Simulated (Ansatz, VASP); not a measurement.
# One calculation of B, two programs

The input INCAR:

```
  PREC = Accurate
  ENCUT = 520
  EDIFF = 1E-6
  ISMEAR = -1
  SIGMA = 0.1
  LREAL = F
  LASPH = T
  NELM = 60
  ALGO = Normal
  ISIF = 2
  LWAVE = F
  LCHARG = F
  GGA = CA
  NBANDS = 12
```

File KPOINTS:

```
Automatic mesh
0
Gamma
  14 14 13
```

File POSCAR:

```
B
1.0
    2.7925464869      0.0000000000      0.0000000000
   -1.3962732435      2.4184161989      0.0000000000
    0.0000000000      0.0000000000      2.7503005957
B
3
Direct
    0.0000000000      0.0000000000      0.0000000000
    0.3333333333      0.6666666667      0.5000000000
    0.6666666667      0.3333333333      0.5000000000
```

Input for Ansatz:

```yaml
crystal:
  lattice:
    - [2.7925464869, 0.0, 0.0]
    - [-1.3962732435, 2.4184161989, 0.0]
    - [0.0, 0.0, 2.7503005957]
  atoms:
    - { symbol: B, position: [0.0, 0.0, 0.0] }
    - { symbol: B, position: [0.3333333333, 0.6666666667, 0.5] }
    - { symbol: B, position: [0.6666666667, 0.3333333333, 0.5] }
hamiltonian:
  xc: lda
  pseudopotentials:
    kind: paw
    azcp:
      B: "pseudopotentials/B.paw.azcp"
basis:
  ecutwfc: 420
  fft_grid_basis: typed
kpoints:
  mp_grid: { grid: [14, 14, 13], shift: [0, 0, 0] }
magnetization:
  spin_polarized: false
scf:
  occupations: { method: fermi_dirac, width: 0.1 }
  lower_state_search: "off"
output:
  stress: true
  write_density: true
  write_potential: true
  elf: true
  volumetric_format: npy
```

Alike in both runs: task single point; functional LDA; k mesh 14 × 14 × 13; occupations fermi-dirac, width 0.1 eV; no spin polarisation.

|  | VASP | Ansatz |
| --- | --- | --- |
| version | VASP 6.6.1 | Ansatz 0.2.0 |
| potentials or method | VASP PAW LDA potentials, release 64 (B), cutoff 520 eV | plane waves (420 eV) with PAW, scalar-relativistic |
| valence electrons in the cell | 9 | 9 |

|  | VASP | Ansatz | Ansatz less VASP |
| --- | --- | --- | --- |
| pressure (GPa) | 11.2 | 10.8 | -0.38 |
| traceless stress, the component that is largest in VASP (GPa) | -4.13 | -4.01 | +0.119 |

Ansatz warns that its potentials were made for another functional, while VASP's fit it. LDA's correlation is that of Perdew and Zunger in VASP and of Perdew and Wang (1992) in Ansatz.
